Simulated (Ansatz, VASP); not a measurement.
Two plane-wave programs on Al7Cu

Contents of INCAR:

```
SYSTEM = Al7Cu
PREC = Accurate ; ENCUT = 520
EDIFF = 1E-6 ; ISMEAR = 0
SIGMA = 0.1 ; LREAL = .False.
LASPH = .True. ; NELM = 60
ALGO = Normal ; ISIF = 2
LWAVE = .False. ; LCHARG = .True.
GGA = PE ; LELF = .True.
LVHAR = .True. ; NBANDS = 26
```

KPOINTS

```
regular mesh
0
Gamma
  8 8 8
  0 0 0
```

Contents of POSCAR:

```
Al7Cu
1.0
    0.0000000000      3.9395611794      3.9395611794
    3.9395611794      0.0000000000      3.9395611794
    3.9395611794      3.9395611794      0.0000000000
Al Cu
7 1
Direct
    0.5000000000      0.0000000000      0.0000000000
    0.0000000000      0.5000000000      0.5000000000
    0.0000000000      0.5000000000      0.0000000000
    0.5000000000      0.0000000000      0.5000000000
    0.0000000000      0.0000000000      0.5000000000
    0.5000000000      0.5000000000      0.0000000000
    0.0000000000      0.0000000000      0.0000000000
    0.5000000000      0.5000000000      0.5000000000
```

Input for Ansatz:

```yaml
crystal:
  lattice:
    - [0.0, 3.9395611794, 3.9395611794]
    - [3.9395611794, 0.0, 3.9395611794]
    - [3.9395611794, 3.9395611794, 0.0]
  atoms:
    - { symbol: Al, position: [0.5, 0.0, 0.0] }
    - { symbol: Al, position: [0.0, 0.5, 0.5] }
    - { symbol: Al, position: [0.0, 0.5, 0.0] }
    - { symbol: Al, position: [0.5, 0.0, 0.5] }
    - { symbol: Al, position: [0.0, 0.0, 0.5] }
    - { symbol: Al, position: [0.5, 0.5, 0.0] }
    - { symbol: Al, position: [0.0, 0.0, 0.0] }
    - { symbol: Cu, position: [0.5, 0.5, 0.5] }
basis:
  ecutwfc: 420
kpoints:
  mp_grid: { grid: [8, 8, 8] }
hamiltonian:
  xc: pbe
scf:
  occupations: { method: gaussian, width: 0.1 }
output:
  forces: true
  stress: true
  eigenvalues: true
  write_density: true
  write_potential: true
  elf: true
  volumetric_format: npy
```

Alike in both runs: task single point; functional PBE; k mesh 8 × 8 × 8; occupations gaussian, width 0.1 eV; no spin polarisation.

|  | VASP | Ansatz |
| --- | --- | --- |
| version | VASP 6.6.1 | Ansatz 0.2.0 |
| potentials or method | VASP PAW PBE potentials, release 64 (Al, Cu), cutoff 520 eV | scalar-relativistic, plane waves, PAW |
| valence electrons in the cell | 32 | 40 |

|  | VASP | Ansatz | Ansatz less VASP |
| --- | --- | --- | --- |
| gap on the k mesh at the Fermi level (eV) | none | none | - |
| pressure (GPa) | 2.8 | 2.8 | +0.03 |

A gap of «none» marks a metal or a gap that the smearing closes. VASP's potentials hold 32 valence electrons a cell and Ansatz's 40, so a difference there can come from the potentials and not from the codes.
